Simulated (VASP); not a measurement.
# HfZr2Se6 (P-3m1) in VASP: a series of runs, part 3 of 3

VASP 6.6.1.

## 4. Single point, PBE

Contents of INCAR:

```
SYSTEM = HfZr2Se6
  PREC = Accurate
  ENCUT = 520
  EDIFF = 1E-6
  ISMEAR = 0
  SIGMA = 0.02
  LREAL = .FALSE.
  LASPH = .TRUE.
  NELM = 60
  ALGO = Normal
  ISIF = 2
  LWAVE = .FALSE.
  LCHARG = .FALSE.
  GGA = PE
  NELECT = 69.0
  NBANDS = 45
```

Contents of KPOINTS:

```
regular mesh
0
G
  12 12 2
  0 0 0
```

Contents of POSCAR:

```
HfZr2Se6
1.0
    3.7897182879     -0.0000000289      0.0000000000
   -1.8948591189      3.2819923249      0.0000000000
    0.0000000000      0.0000000000     20.8159916000
Zr Hf Se
2 1 6
Direct
    0.0000000000      0.0000000000      0.8344340000
    0.0000000000      0.0000000000      0.1655660000
    0.0000000000      0.0000000000      0.5000000000
    0.3333333333      0.6666666667      0.9106720000
    0.3333333333      0.6666666667      0.2418020000
    0.3333333333      0.6666666667      0.5753470000
    0.6666666667      0.3333333333      0.0893280000
    0.6666666667      0.3333333333      0.4246530000
    0.6666666667      0.3333333333      0.7581980000
```

Potentials or basis: VASP PAW PBE potentials, release 64 (Zr_sv, Hf_pv, Se).

Launch:

```bash
> cat potpaw_PBE.64/Zr_sv/POTCAR potpaw_PBE.64/Hf_pv/POTCAR potpaw_PBE.64/Se/POTCAR > POTCAR
> mpirun -np 1 vasp_std > vasp.out
```

OUTCAR:

```text
SYSTEM = HfZr2Se6
   PREC = Accurate
   ENCUT = 520
   EDIFF = 1E-6
   ISMEAR = 0
   LREAL = .FALSE.
   LASPH = .TRUE.
   NELM = 60
   ISIF = 2
   GGA = PE
   NELECT = 69.0

 ion  position               nearest neighbor table
   1  0.000  0.000  0.834-   9 2.70   9 2.70   9 2.70   4 2.70   4 2.70   4 2.70
   2  0.000  0.000  0.166-   5 2.70   5 2.70   5 2.70   7 2.70   7 2.70   7 2.70
   3  0.000  0.000  0.500-   6 2.69   8 2.69   6 2.69   8 2.69   8 2.69   6 2.69
   4  0.333  0.667  0.911-   1 2.70   1 2.70   1 2.70
   5  0.333  0.667  0.242-   2 2.70   2 2.70   2 2.70
   6  0.333  0.667  0.575-   3 2.69   3 2.69   3 2.69
   7  0.667  0.333  0.089-   2 2.70   2 2.70   2 2.70
   8  0.667  0.333  0.425-   3 2.69   3 2.69   3 2.69
   9  0.667  0.333  0.758-   1 2.70   1 2.70   1 2.70

  LATTYP: Found a hexagonal cell.
 ALAT       =     3.7897182879
 C/A-ratio  =     5.4927543471

  Lattice vectors:

 A1 = (   3.7897182879,  -0.0000000289,   0.0000000000)
 A2 = (  -1.8948591189,   3.2819923249,   0.0000000000)
 A3 = (   0.0000000000,   0.0000000000,  20.8159916000)

Analysis of symmetry for initial positions (statically):
=====================================================================
 Subroutine PRICEL returns:
 Original cell was already a primitive cell.

 Routine SETGRP: Setting up the symmetry group for a
 hexagonal supercell.

 Subroutine GETGRP returns: Found 12 space group operations
 (whereof 12 operations were pure point group operations)
 out of a pool of 24 trial point group operations.

The static configuration has the point symmetry D_3d.

Analysis of symmetry for dynamics (positions and initial velocities):
=====================================================================
 Subroutine PRICEL returns:
 Original cell was already a primitive cell.

 Routine SETGRP: Setting up the symmetry group for a
 hexagonal supercell.

 Subroutine GETGRP returns: Found 12 space group operations
 (whereof 12 operations were pure point group operations)
 out of a pool of 24 trial point group operations.

The dynamic configuration has the point symmetry D_3d.

 Subroutine INISYM returns: Found 12 space group operations
 (whereof 12 operations are pure point group operations),
 and found     1 'primitive' translations

----------------------------------------------------------------------------------------

                                     Primitive cell

  volume of cell :     258.9057

  direct lattice vectors                    reciprocal lattice vectors
     3.789718288 -0.000000029  0.000000000     0.263871858  0.152346485  0.000000000
    -1.894859119  3.281992325  0.000000000     0.000000002  0.304692975  0.000000000
     0.000000000  0.000000000 20.815991600     0.000000000  0.000000000  0.048039989

  length of vectors
     3.789718288  3.789718288 20.815991600     0.304692975  0.304692975  0.048039989

  position of ions in fractional coordinates (direct lattice)
     0.000000000  0.000000000  0.834434000
     0.000000000  0.000000000  0.165566000
     0.000000000  0.000000000  0.500000000
[... 49 lines left out ...]
  0.166667  0.000000  0.000000      6.000000
  0.250000  0.000000  0.000000      6.000000
  0.333333  0.000000  0.000000      6.000000
  0.416667  0.000000  0.000000      6.000000
[... 16 lines left out ...]
  0.250000  0.000000  0.500000      6.000000
  0.333333  0.000000  0.500000      6.000000
 [... further k-points ...]
   k-points           NKPTS =     38   k-points in BZ     NKDIM =     38   number of bands    NBANDS=     45
   number of dos      NEDOS =    301   number of ions     NIONS =      9
   total plane-waves  NPLWV = 125440
   dimension x,y,z NGX =    28 NGY =   28 NGZ =  160
   dimension x,y,z NGXF=    56 NGYF=   56 NGZF=  320
   ions per type =               2   1   6
   NGX,Y,Z   is equivalent  to a cutoff of  12.28, 12.28, 12.78 a.u.
   NGXF,Y,Z  is equivalent  to a cutoff of  24.57, 24.57, 25.56 a.u.
 SYSTEM =  HfZr2Se6
   PREC   = accura    normal or accurate (medium, high low for compatibility)
   ISTART =      0    job   : 0-new  1-cont  2-samecut
   ICHARG =      2    charge: 1-file 2-atom 10-const
   ISPIN  =      1    spin polarized calculation?
   LNONCOLLINEAR =      F non collinear calculations
   LSORBIT =      F    spin-orbit coupling
   LASPH  =      T    aspherical Exc in radial PAW
   ENCUT  =  520.0 eV  38.22 Ry    6.18 a.u.   7.05  7.05 38.70*2*pi/ulx,y,z
   NELM   =     60;   NELMIN=  2; NELMDL= -5     # of ELM steps
   EDIFF  = 0.1E-05   stopping-criterion for ELM
   LREAL  =      F    real-space projection
   EDIFFG = 0.1E-04   stopping-criterion for IOM
   NSW    =      0    number of steps for IOM
   IBRION =     -1    ionic relax: 0-MD 1-quasi-New 2-CG
   NFREE  =      0    steps in history (QN), initial steepest desc. (CG)
   ISIF   =      2    stress and relaxation
   ISYM   =      2    0-nonsym 1-usesym 2-fastsym
   POTIM  = 0.5000    time-step for ionic-motion
   TEBEG  =    0.0;   TEEND  =   0.0 temperature during run
   PSTRESS=    0.0 pullay stress
   NELECT =      69.0000    total number of electrons
   NUPDOWN=      -1.0000    fix difference up-down
   EMIN   =  10.00;   EMAX   =-10.00  energy-range for DOS
   EFERMI =   0.00;   METHOD = LEGACY
   ISMEAR =     0;   SIGMA  =   0.02  broadening in eV -4-tet -1-fermi 0-gaus
   EFERMI_NEDOS =   21; number of points for ismear=-14 and -15
   IALGO  =     38    algorithm
   IMIX   =      4    mixing-type and parameters
     AMIX     =   0.40;   BMIX     =  1.00
     AMIX_MAG =   1.60;   BMIX_MAG =  1.00
  volume/ion in A,a.u.               =      28.77       194.13
  Fermi-wavevector in a.u.,A,eV,Ry     =   1.053523  1.990870 15.101250  1.109911
  Thomas-Fermi vector in A             =   2.188648
   LORBIT       =      0    0 simple, 1 ext, 2 COOP (PROOUT), +10 PAW based schemes
   GGA     = PE    functional components
   LHFCALC =     F    Hartree Fock is set to
   AEXX    =    0.0000 exact exchange contribution
   IVDW    =     0    specifies the selected vdW correction
   LEPSILON=     F    determine dielectric tensor
   LRPA    =     F    only Hartree local field effects (RPA)
 non-spin polarized calculation
 Gauss-broadening in eV      SIGMA  =   0.02
  energy-cutoff  :      520.00
  volume of cell :      258.91
 maximum number of plane-waves:      7020
   NGX = 15   NGY = 15   NGZ = 77

 number of electron      69.0000000 magnetization

 Free energy of the ion-electron system (eV)
  ---------------------------------------------------
  ext. energy  EPLUGINS =         0.00000000
  ---------------------------------------------------
  free energy    TOTEN  =       -62.50796070 eV

  energy without entropy =      -62.50673038  energy(sigma->0) =      -62.50734554

 E-fermi :   2.0885     XC(G=0):  -8.7089

 val. band max:        2.0843725646   @ k =   0.0833   0.0000   0.5000
 cond. band min:       2.1019953026   @ k =   0.0833   0.0000   0.0000
 fundamental gap:      0.0176227380
 Fermi energy:         2.0884884342

 k-point     1 :       0.0000    0.0000    0.0000
  band No.  band energies     occupation
      1     -46.7587      2.00000
      2     -46.7587      2.00000
      3     -28.5552      2.00000
      4     -28.4877      2.00000
      5     -28.4877      2.00000
      6     -24.7944      2.00000
[... 1141 lines left out ...]
     44       5.9197      0.00000
     45       6.8945      0.00000

 [... further k-points ...]

------------------------ aborting loop because EDIFF is reached ----------------------------------------

  FORCE on cell =-STRESS in cart. coord.  units (eV):
  Direction    XX          YY          ZZ          XY          YZ          ZX
  --------------------------------------------------------------------------------------
  -------------------------------------------------------------------------------------
  Total       -8.1002420     -8.1002420     -8.6511318     -0.0000000      0.0000000     -0.0000000
  in kB      -50.1264545    -50.1264545    -53.5355071     -0.0000000      0.0000000     -0.0000000
  external PRESSURE =     -51.2628054 kB  Pullay stress =       0.0000000 kB

 VOLUME and BASIS-vectors are now :
 -----------------------------------------------------------------------------
  energy-cutoff  :      520.00
  volume of cell :      258.91
      direct lattice vectors                 reciprocal lattice vectors
     3.789718288 -0.000000029  0.000000000     0.263871858  0.152346485  0.000000000
    -1.894859119  3.281992325  0.000000000     0.000000002  0.304692975  0.000000000
     0.000000000  0.000000000 20.815991600     0.000000000  0.000000000  0.048039989

 POSITION                                       TOTAL-FORCE (eV/Angst)
 -----------------------------------------------------------------------------------
      0.00000      0.00000     17.36957        -0.000000      0.000000     -0.009288
      0.00000      0.00000      3.44642        -0.000000      0.000000      0.009288
      0.00000      0.00000     10.40800        -0.000000      0.000000     -0.000000
      0.00000      2.18799     18.95654        -0.000000     -0.000000      0.113566
      0.00000      2.18799      5.03335        -0.000000     -0.000000      0.103709
      0.00000      2.18799     11.97642        -0.000000     -0.000000      0.023226
      1.89486      1.09400      1.85945         0.000000      0.000000     -0.113566
      1.89486      1.09400      8.83957         0.000000     -0.000000     -0.023226
      1.89486      1.09400     15.78264         0.000000      0.000000     -0.103709
 -----------------------------------------------------------------------------------
    total drift:                                0.000000      0.000000      0.000000

  FREE ENERGIE OF THE ION-ELECTRON SYSTEM (eV)
  ---------------------------------------------------
  free  energy   TOTEN  =       -62.5079606978 eV

  energy  without entropy=      -62.5067303754  energy(sigma->0) =      -62.50734554
```

Wall time 19 min (1 thread of Oxide Virtual Turin-like, shared host); peak memory 0.56 GiB.

What came out:

```
Free energy   : -62.5080 eV
Largest force : 0.114 eV/Å
```

Forces on the atoms (eV/Å):
```
Zr   0.000  0.000 -0.009
Zr   0.000  0.000  0.009
Hf   0.000  0.000  0.000
Se   0.000  0.000  0.114
Se   0.000  0.000  0.104
Se   0.000  0.000  0.023
Se   0.000  0.000 -0.114
Se   0.000  0.000 -0.023
Se   0.000  0.000 -0.104
```

Levels at points of the mesh, in eV from the Fermi level:
```tsv
k point	band 32	band 33	band 34	band 35	band 36	band 37	band 38	band 39
(0.00, 0.00, 0.00)	0.57	0.57	0.59	0.59	1.77	1.77	1.77	1.77
(0.50, 0.00, 0.00)	-0.76	-0.57	-0.48	-0.44	1.10	1.15	1.37	3.24
(0.00, 0.00, 0.50)	0.58	0.58	0.59	0.59	1.77	1.77	1.77	1.77
(0.50, 0.00, 0.50)	-0.67	-0.56	-0.48	-0.43	1.09	1.16	1.37	3.24
```

Caveat: the cell carries a net charge on a neutralising background, which shifts energy and pressure; the cell is charged against a uniform background, so pressure and absolute levels hang on convention; spin-orbit coupling is left out, which moves the levels of the heavy elements; this functional lacks dispersion, which binds the layers, so the pressure and a relaxed spacing across them are unreliable.

## 5. Single point, PBE

Contents of INCAR:

```
PREC = Accurate
ENCUT = 520
EDIFF = 1E-6
ISMEAR = 0
SIGMA = 0.02
LREAL = F
LASPH = T
NELM = 100
ALGO = Normal
ISIF = 2
LWAVE = F
LCHARG = F
GGA = PE
NBANDS = 45
```

Contents of KPOINTS:

```
Automatic mesh
0
Gamma
  12 12 2
```

POSCAR is that of step 4.

Launch:

```bash
> cat potpaw_PBE.64/Zr_sv/POTCAR potpaw_PBE.64/Hf_pv/POTCAR potpaw_PBE.64/Se/POTCAR > POTCAR
> mpirun -np 1 vasp_std > vasp.out
```

Wall time 12 min (1 thread of Oxide Virtual Turin-like, shared host); peak memory 0.57 GiB.

It converged, with:

```
Free energy            : -60.1885 eV
Pressure               : 0.0 GPa
Largest force          : 0.043 eV/Å
Band gap on the k mesh : 0.42 eV, indirect (least direct gap 1.11 eV)
```

Forces in eV/Å, atoms in the order of the input:
```
Zr   0.000  0.000  0.000
Zr   0.000  0.000  0.000
Hf   0.000  0.000  0.000
Se   0.000  0.000  0.018
Se   0.000  0.000  0.018
Se   0.000  0.000 -0.043
Se   0.000  0.000 -0.018
Se   0.000  0.000  0.043
Se   0.000  0.000 -0.018
```

Levels at points of the mesh, in eV from the valence-band top:
```
           k point  band 32  band 33  band 34  band 35  band 36  band 37  band 38  band 39
(0.00, 0.00, 0.00)    -0.03    -0.03     0.00     0.00     1.11     1.11     1.11     1.11
(0.50, 0.00, 0.00)    -1.39    -1.21    -1.08    -1.04     0.43     0.49     0.66     2.59
(0.00, 0.00, 0.50)    -0.02    -0.02     0.00     0.00     1.11     1.11     1.11     1.11
(0.50, 0.00, 0.50)    -1.30    -1.21    -1.09    -1.03     0.42     0.50     0.66     2.59
```

Caveat: spin-orbit coupling is left out, which moves the levels of the heavy elements; this functional lacks dispersion, which binds the layers, so the pressure and a relaxed spacing across them are unreliable. A k mesh can miss the band edges.
